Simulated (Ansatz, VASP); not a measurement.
**Si in VASP and in Ansatz**

```
Si
1.0
     0.00000    2.75714    2.63401
     2.75714    0.00000    2.63401
     2.75714    2.75714    0.00000
Si
2
Direct
  0.50000 0.50000 0.50000
  0.75000 0.75000 0.75000
```

Change from the starting cell: z stretched by -3 % at fixed volume.

Alike in both runs: task single point; functional PBE; k mesh 11 × 11 × 11; occupations fermi-dirac, width 0.08 eV; no spin polarisation.

```csv
,VASP,Ansatz
version,VASP 6.6.1,Ansatz 0.2.0
potentials or method,"VASP PAW PBE potentials, release 64 (Si), cutoff 520 eV","all-electron LAPW, scalar-relativistic"
```

```csv
,VASP,Ansatz,Ansatz less VASP
pressure (GPa),1.9,1.9,+0.04
"traceless stress, the component that is largest in VASP (GPa)",2.67,2.66,-0.006
```

Ansatz ran all-electron here, and VASP with PAW potentials.
